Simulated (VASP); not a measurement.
# Cr: single point with LDA

The system is Cr.

```
CELL_PARAMETERS angstrom
0.00000 1.69872 1.69872
1.69872 0.00000 1.69872
1.69872 1.69872 0.00000
ATOMIC_POSITIONS crystal
Cr 0.00000 0.00000 0.00000
```

This cell differs from its parent crystal: volume scaled by 0.88.

```yaml
Program: VASP 6.6.1
Task: single point
Functional: LDA
Potentials_or_basis: VASP PAW LDA potentials, release 64 (Cr_pv)
Cutoff: 500 eV
k_mesh: 25 × 25 × 25
Occupations: fermi-dirac, width 0.1 eV
Spin: no spin polarisation
Dipole_correction: no
Further_INCAR_settings: ALGO = Normal; EDIFF = 1e-06; NBANDS = 12
```

```yaml
Pressure: 45.7 GPa
Band_gap_on_the_k_mesh: zero (band 6 reaches 16.24 eV, above the bottom of band 7 at 12.41 eV)
```

Levels at points of the mesh, in eV from the Fermi level:
| k point | band 2 | band 3 | band 4 | band 5 | band 6 | band 7 | band 8 | band 9 | band 10 | band 11 |
| --- | --- | --- | --- | --- | --- | --- | --- | --- | --- | --- |
| (0.00, 0.00, 0.00) | -41.58 | -41.58 | -7.98 | -0.62 | -0.62 | -0.62 | 1.65 | 1.65 | 6.03 | 21.02 |

It took 40 s on 1 thread of Intel(R) Xeon(R) Platinum 8259CL CPU @ 2.50GHz (Skylake/Cascade Lake) (shared host), peak memory 0.15 GiB.

Caveat: the run has no spin polarisation, though such a crystal can be magnetic. Spin polarisation is off, so any magnetic state and its effect on volume and gap are missing.
